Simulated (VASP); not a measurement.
# Sc (R-3m) in VASP: a series of runs

The runs below take Sc through electric field gradients, with LDA.

Program: VASP 6.6.1. These are calculated values, not measurements. Logs are shortened: lines on timing, memory, paths and dates and some standing lists are left out, and cuts for length are marked.

## Step 1: The cell of the first run

Symmetry: R-3m, No. 166, trigonal system. Conventional cell: a = 4.439 Å, b = 4.439 Å, c = 10.872 Å, α = 90.00°, β = 90.00°, γ = 120.00°. Within 2.7 Å of Sc (site symmetry 3m) lie 1 Sc at 2.07 Å.

## Step 2: Electric field gradients, LDA (shortest bond scaled by 0.76)

INCAR reads:

```
  ALGO = Normal
  EDIFF = 1E-8
  ENCUT = 520
  GGA = CA
  ISIF = 2
  ISMEAR = -1
  LASPH = T
  LCHARG = F
  LEFG = T
  LREAL = F
  LWAVE = F
  NBANDS = 18
  NELM = 100
  PREC = Accurate
  SIGMA = 0.05
```

KPOINTS reads:

```
k-points
0
Gamma
  8 8 8
```

POSCAR reads:

```
Sc
1.0
    0.0000000000      3.1385914680      3.1385914680
    3.1385914680      0.0000000000      3.1385914680
    3.1385914680      3.1385914680      0.0000000000
Sc
2
Direct
   -0.2150000000     -0.0950000000     -0.0950000000
    0.2150000000      0.0950000000      0.0950000000
```

Potentials or basis: VASP PAW LDA potentials, release 64 (Sc_sv).

Started as:

```bash
$ cat potpaw_LDA.64/Sc_sv/POTCAR > POTCAR
$ mpirun -np 1 vasp_std > vasp.out
```

OUTCAR:

```text
EDIFF = 1E-8
   ENCUT = 520
   GGA = CA
   ISIF = 2
   ISMEAR = -1
   LASPH = T
   LREAL = F
   NELM = 100
   PREC = Accurate

 ion  position               nearest neighbor table
   1  0.785  0.905  0.905-   2 2.07   2 3.00   2 3.00   2 3.00
   2  0.215  0.095  0.095-   1 2.07   1 3.00   1 3.00   1 3.00

  LATTYP: Found a face centered cubic cell.
 ALAT       =     6.2771829360

  Lattice vectors:

 A1 = (   0.0000000000,   3.1385914680,   3.1385914680)
 A2 = (   3.1385914680,   0.0000000000,   3.1385914680)
 A3 = (   3.1385914680,   3.1385914680,   0.0000000000)

Analysis of symmetry for initial positions (statically):
=====================================================================
 Subroutine PRICEL returns:
 Original cell was already a primitive cell.

 Routine SETGRP: Setting up the symmetry group for a
 face centered cubic supercell.

 Subroutine GETGRP returns: Found 12 space group operations
 (whereof  4 operations were pure point group operations)
 out of a pool of 48 trial point group operations.

The static configuration has the point symmetry C_2h.
 The point group associated with its full space group is D_3d.

Analysis of symmetry for dynamics (positions and initial velocities):
=====================================================================
 Subroutine PRICEL returns:
 Original cell was already a primitive cell.

 Routine SETGRP: Setting up the symmetry group for a
 face centered cubic supercell.

 Subroutine GETGRP returns: Found 12 space group operations
 (whereof  4 operations were pure point group operations)
 out of a pool of 48 trial point group operations.

The dynamic configuration has the point symmetry C_2h.
 The point group associated with its full space group is D_3d.

 Subroutine INISYM returns: Found 12 space group operations
 (whereof  4 operations are pure point group operations),
 and found     1 'primitive' translations

----------------------------------------------------------------------------------------

                                     Primitive cell

  volume of cell :      61.8350

  direct lattice vectors                    reciprocal lattice vectors
     0.000000000  3.138591468  3.138591468    -0.159307130  0.159307130  0.159307130
     3.138591468  0.000000000  3.138591468     0.159307130 -0.159307130  0.159307130
     3.138591468  3.138591468  0.000000000     0.159307130  0.159307130 -0.159307130

  length of vectors
     4.438638621  4.438638621  4.438638621     0.275928044  0.275928044  0.275928044

  position of ions in fractional coordinates (direct lattice)
     0.785000000  0.905000000  0.905000000
     0.215000000  0.095000000  0.095000000

  ion indices of the primitive-cell ions
   primitive index   ion index
                 1           1
                 2           2

----------------------------------------------------------------------------------------

 KPOINTS: k-points

Automatic generation of k-mesh.
 Grid dimensions read from file:
 generate k-points for:    8    8    8

 Generating k-lattice:

  Cartesian coordinates                     Fractional coordinates (reciprocal lattice)
    -0.019913391  0.019913391  0.019913391     0.125000000  0.000000000  0.000000000
     0.019913391 -0.019913391  0.019913391     0.000000000  0.125000000  0.000000000
     0.019913391  0.019913391 -0.019913391     0.000000000  0.000000000  0.125000000

  Length of vectors
     0.034491005  0.034491005  0.034491005

  Shift w.r.t. Gamma in fractional coordinates (k-lattice)
     0.000000000  0.000000000  0.000000000

 Subroutine IBZKPT returns following result:
 ===========================================

 Found     65 irreducible k-points:

 Following reciprocal coordinates:
            Coordinates               Weight
  0.000000  0.000000  0.000000      1.000000
  0.125000  0.000000  0.000000      2.000000
  0.000000  0.125000  0.000000      6.000000
  0.250000  0.000000  0.000000      2.000000
  0.000000  0.250000  0.000000      6.000000
  0.375000  0.000000  0.000000      2.000000
[... 16 lines left out ...]
 -0.250000  0.125000  0.000000      6.000000
  0.000000 -0.250000  0.125000     12.000000
 [... further k-points ...]
   k-points           NKPTS =     65   k-points in BZ     NKDIM =     65   number of bands    NBANDS=     18
   number of dos      NEDOS =    301   number of ions     NIONS =      2
   total plane-waves  NPLWV =  46656
   dimension x,y,z NGX =    36 NGY =   36 NGZ =   36
   dimension x,y,z NGXF=    72 NGYF=   72 NGZF=   72
   ions per type =               2
   NGX,Y,Z   is equivalent  to a cutoff of  13.48, 13.48, 13.48 a.u.
   NGXF,Y,Z  is equivalent  to a cutoff of  26.97, 26.97, 26.97 a.u.
 SYSTEM =  unknown system
   PREC   = accura    normal or accurate (medium, high low for compatibility)
   ISTART =      0    job   : 0-new  1-cont  2-samecut
   ICHARG =      2    charge: 1-file 2-atom 10-const
   ISPIN  =      1    spin polarized calculation?
   LNONCOLLINEAR =      F non collinear calculations
   LSORBIT =      F    spin-orbit coupling
   LASPH  =      T    aspherical Exc in radial PAW
   ENCUT  =  520.0 eV  38.22 Ry    6.18 a.u.   8.25  8.25  8.25*2*pi/ulx,y,z
   NELM   =    100;   NELMIN=  2; NELMDL= -5     # of ELM steps
   EDIFF  = 0.1E-07   stopping-criterion for ELM
   LREAL  =      F    real-space projection
   EDIFFG = 0.1E-06   stopping-criterion for IOM
   NSW    =      0    number of steps for IOM
   IBRION =     -1    ionic relax: 0-MD 1-quasi-New 2-CG
   NFREE  =      0    steps in history (QN), initial steepest desc. (CG)
   ISIF   =      2    stress and relaxation
   ISYM   =      2    0-nonsym 1-usesym 2-fastsym
   POTIM  = 0.5000    time-step for ionic-motion
   TEBEG  =    0.0;   TEEND  =   0.0 temperature during run
   PSTRESS=    0.0 pullay stress
   NELECT =      22.0000    total number of electrons
   NUPDOWN=      -1.0000    fix difference up-down
   EMIN   =  10.00;   EMAX   =-10.00  energy-range for DOS
   EFERMI =   0.00;   METHOD = LEGACY
   ISMEAR =    -1;   SIGMA  =   0.05  broadening in eV -4-tet -1-fermi 0-gaus
   EFERMI_NEDOS =   21; number of points for ismear=-14 and -15
   IALGO  =     38    algorithm
   IMIX   =      4    mixing-type and parameters
     AMIX     =   0.40;   BMIX     =  1.00
     AMIX_MAG =   1.60;   BMIX_MAG =  1.00
  volume/ion in A,a.u.               =      30.92       208.64
  Fermi-wavevector in a.u.,A,eV,Ry     =   1.160035  2.192147 18.309091  1.345680
  Thomas-Fermi vector in A             =   2.296621
   LORBIT       =      0    0 simple, 1 ext, 2 COOP (PROOUT), +10 PAW based schemes
   GGA     = CA    functional components
   LHFCALC =     F    Hartree Fock is set to
   AEXX    =    0.0000 exact exchange contribution
   IVDW    =     0    specifies the selected vdW correction
   LEPSILON=     F    determine dielectric tensor
   LRPA    =     F    only Hartree local field effects (RPA)
 non-spin polarized calculation
  energy-cutoff  :      520.00
  volume of cell :       61.83
 maximum number of plane-waves:      1687
 NGX is ok and might be reduce to    36
   NGX = 17   NGY = 17   NGZ = 17

 number of electron      22.0000000 magnetization

 Free energy of the ion-electron system (eV)
  ---------------------------------------------------
  ext. energy  EPLUGINS =         0.00000000
  ---------------------------------------------------
  free energy    TOTEN  =        -9.04519020 eV

  energy without entropy =       -8.99043943  energy(sigma->0) =       -9.01781481

 E-fermi :   1.7276     XC(G=0):  -8.9041

 val. band max:        1.7117898876   @ k =   0.1250   0.1250   0.0000
 cond. band min:       1.7326629894   @ k =   0.2500   0.1250  -0.2500
 fundamental gap:      0.0208731018
 Fermi energy:         1.7275778979

 k-point     1 :       0.0000    0.0000    0.0000
  band No.  band energies     occupation
      1     -47.2071      2.00000
      2     -46.1452      2.00000
      3     -27.4808      2.00000
      4     -25.8727      2.00000
      5     -25.8727      2.00000
      6     -25.4902      2.00000
[... 10 lines left out ...]
     17       4.2875      0.00000
     18       6.0329      0.00000

 k-point     2 :       0.1250    0.0000    0.0000
  band No.  band energies     occupation
      1     -47.1967      2.00000
      2     -46.1574      2.00000
      3     -27.4606      2.00000
      4     -25.9129      2.00000
      5     -25.9129      2.00000
      6     -25.4477      2.00000
[... 10 lines left out ...]
     17       4.4791      0.00000
     18       6.3248      0.00000

 k-point     3 :       0.0000    0.1250    0.0000
  band No.  band energies     occupation
      1     -47.2034      2.00000
      2     -46.1494      2.00000
      3     -27.4748      2.00000
      4     -25.9044      2.00000
      5     -25.8697      2.00000
      6     -25.4942      2.00000
[... 10 lines left out ...]
     17       4.3996      0.00000
     18       5.9876      0.00000

 k-point     4 :       0.2500    0.0000    0.0000
  band No.  band energies     occupation
      1     -47.1704      2.00000
      2     -46.1882      2.00000
      3     -27.4111      2.00000
      4     -25.9881      2.00000
      5     -25.9881      2.00000
      6     -25.3669      2.00000
[... 10 lines left out ...]
     17       4.4235      0.00000
     18       6.8221      0.00000

 k-point     5 :       0.0000    0.2500    0.0000
  band No.  band energies     occupation
      1     -47.1942      2.00000
      2     -46.1597      2.00000
      3     -27.4601      2.00000
      4     -25.9699      2.00000
      5     -25.8621      2.00000
      6     -25.5042      2.00000
[... 10 lines left out ...]
     17       4.8912      0.00000
     18       5.7666      0.00000

 k-point     6 :       0.3750    0.0000    0.0000
  band No.  band energies     occupation
      1     -47.1423      2.00000
      2     -46.2206      2.00000
      3     -27.3602      2.00000
      4     -26.0473      2.00000
      5     -26.0473      2.00000
      6     -25.3020      2.00000
[... 307 lines left out ...]
 k-point    21 :       0.0000   -0.3750    0.1250
  band No.  band energies     occupation
      1     -47.1809      2.00000
      2     -46.1746      2.00000
      3     -27.4392      2.00000
      4     -26.0298      2.00000
      5     -25.8782      2.00000
      6     -25.4920      2.00000
[... 10 lines left out ...]
     17       4.8467      0.00000
     18       5.5592      0.00000

 k-point    22 :       0.1250    0.0000   -0.3750
  band No.  band energies     occupation
      1     -47.1739      2.00000
      2     -46.1830      2.00000
      3     -27.4244      2.00000
      4     -26.0501      2.00000
      5     -25.8985      2.00000
      6     -25.4678      2.00000
[... 10 lines left out ...]
     17       4.9775      0.00000
     18       5.7723      0.00000

 k-point    23 :      -0.2500    0.1250    0.0000
  band No.  band energies     occupation
      1     -47.1609      2.00000
      2     -46.1989      2.00000
      3     -27.3949      2.00000
      4     -26.0371      2.00000
      5     -25.9814      2.00000
      6     -25.3748      2.00000
[... 10 lines left out ...]
     17       4.5096      0.00000
     18       6.7808      0.00000

 k-point    24 :       0.0000   -0.2500    0.1250
  band No.  band energies     occupation
      1     -47.1901      2.00000
      2     -46.1641      2.00000
      3     -27.4550      2.00000
      4     -25.9738      2.00000
      5     -25.8868      2.00000
      6     -25.4812      2.00000
[... 10 lines left out ...]
     17       5.0302      0.00000
     18       5.3957      0.00000

 [... further k-points ...]

------------------------ aborting loop because EDIFF is reached ----------------------------------------

  FORCE on cell =-STRESS in cart. coord.  units (eV):
  Direction    XX          YY          ZZ          XY          YZ          ZX
  --------------------------------------------------------------------------------------
  -------------------------------------------------------------------------------------
  Total       -0.1804285     -0.1804285     -0.1804285     -3.0482929      3.0482929     -3.0482929
  in kB       -4.6749961     -4.6749961     -4.6749961    -78.9828707     78.9828707    -78.9828707
  external PRESSURE =      -4.6749961 kB  Pullay stress =       0.0000000 kB

 VOLUME and BASIS-vectors are now :
 -----------------------------------------------------------------------------
  energy-cutoff  :      520.00
  volume of cell :       61.83
      direct lattice vectors                 reciprocal lattice vectors
     0.000000000  3.138591468  3.138591468    -0.159307130  0.159307130  0.159307130
     3.138591468  0.000000000  3.138591468     0.159307130 -0.159307130  0.159307130
     3.138591468  3.138591468  0.000000000     0.159307130  0.159307130 -0.159307130

 POSITION                                       TOTAL-FORCE (eV/Angst)
 -----------------------------------------------------------------------------------
      5.68085      5.30422      5.30422        -1.454723      1.454723      1.454723
      0.59633      0.97296      0.97296         1.454723     -1.454723     -1.454723
 -----------------------------------------------------------------------------------
    total drift:                                0.000000      0.000000     -0.000000

  FREE ENERGIE OF THE ION-ELECTRON SYSTEM (eV)
  ---------------------------------------------------
  free  energy   TOTEN  =        -9.0451901975 eV

  energy  without entropy=       -8.9904394304  energy(sigma->0) =       -9.01781481

 Electric field gradients (V/A^2)
---------------------------------------------------------------------
 ion       V_xx      V_yy      V_zz      V_xy      V_xz      V_yz
---------------------------------------------------------------------
   1      -0.000     0.000     0.000    -9.056    -9.056     9.055
   2      -0.000     0.000     0.000    -9.056    -9.056     9.055
---------------------------------------------------------------------

 Electric field gradients after diagonalization (V/A^2)
 (convention: |V_zz| > |V_xx| > |V_yy|)
----------------------------------------------------------------------
 ion       V_xx      V_yy      V_zz     asymmetry (V_yy - V_xx)/ V_zz
----------------------------------------------------------------------
   1      -9.057    -9.055    18.111       0.000
   2      -9.057    -9.055    18.111       0.000
----------------------------------------------------------------------

           NMR quadrupolar parameters

 Cq : quadrupolar parameter    Cq=e*Q*V_zz/h
 eta: asymmetry parameters     (V_yy - V_xx)/ V_zz
 Q  : nuclear electric quadrupole moment in mb (millibarn)
----------------------------------------------------------------------
 ion       Cq(MHz)       eta       Q (mb)
----------------------------------------------------------------------
   1       0.044       0.000       1.000
   2       0.044       0.000       1.000
----------------------------------------------------------------------
```

Run time: 2.1 min. Hardware: 1 thread of Intel Xeon 8259CL, shared host; peak memory 0.2 GiB.

Results:

| Quantity | Value |
| --- | --- |
| Free energy | -9.0452 eV |
| Pressure | -0.5 GPa |
| Largest force | 2.520 eV/Å |
| Band gap on the k mesh | zero (band 11 reaches 1.98 eV, above the bottom of band 12 at 1.46 eV) |

Forces on the atoms (eV/Å):
```
Sc  -1.455  1.455  1.455
Sc   1.455 -1.455 -1.455
```

Stress tensor (GPa, compression positive):
```
-0.47 -7.90 -7.90
-7.90 -0.47  7.90
-7.90  7.90 -0.47
```

Levels at points of the mesh, in eV from the Fermi level:
```csv
k point,band 9,band 10,band 11,band 12,band 13,band 14
"(0.00, 0.00, 0.00)",-3.76,0.26,0.26,0.72,0.72,1.53
"(0.50, 0.00, 0.00)",-1.70,-1.08,-0.16,-0.16,0.48,0.48
"(0.00, 0.50, 0.00)",-1.33,-0.57,-0.32,0.24,1.07,1.25
"(0.50, 0.50, 0.00)",-1.01,-0.70,-0.13,0.37,0.44,1.20
```

Electric field gradients, principal values (V/Å²):
```csv
atom,least,middle,greatest (by size)
1 Sc,-9.055,-9.057,18.111
2 Sc,-9.055,-9.057,18.111
```

Caveat: the cell differs from its parent crystal (shortest bond scaled by 0.76); without QUAD_EFG the Cq values of the log hold for a quadrupole moment of 1 mb, not for the nuclei; forces of over 1 eV/Å act on the atoms, so gaps and moduli don't describe the material at rest.

[end of part 1 of 3]
